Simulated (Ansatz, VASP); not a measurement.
MgO: VASP beside Ansatz

```xyz
2
Lattice="0.0000 2.1620 2.1620 2.1620 0.0000 2.1620 2.1620 2.1620 0.0000" Properties=species:S:1:pos:R:3 pbc="T T T"
Mg    0.0000    0.0000    0.0000
O     2.1620    2.1620    2.1620
```

Alike in both runs: task single point; functional PBE; k mesh 7 × 7 × 7; occupations fermi-dirac, width 0.02 eV; no spin polarisation.

|  | VASP | Ansatz |
| --- | --- | --- |
| version | VASP 6.6.1 | Ansatz 0.2.0 |
| potentials or method | VASP PAW PBE potentials, release 64 (Mg, O), cutoff 600 eV | PAW, plane waves, scalar-relativistic |
| valence electrons in the cell | 8 | 16 |

```csv
,VASP,Ansatz,Ansatz less VASP
gap on the k mesh at the Fermi level (eV),4.00,4.02,+0.020
pressure (GPa),-7.6,-6.6,+1.00
```

With one functional, cell and mesh, what is left measures potentials, basis and numerics. VASP's potentials hold 8 valence electrons a cell and Ansatz's 16, so a difference there can come from the potentials and not from the codes.
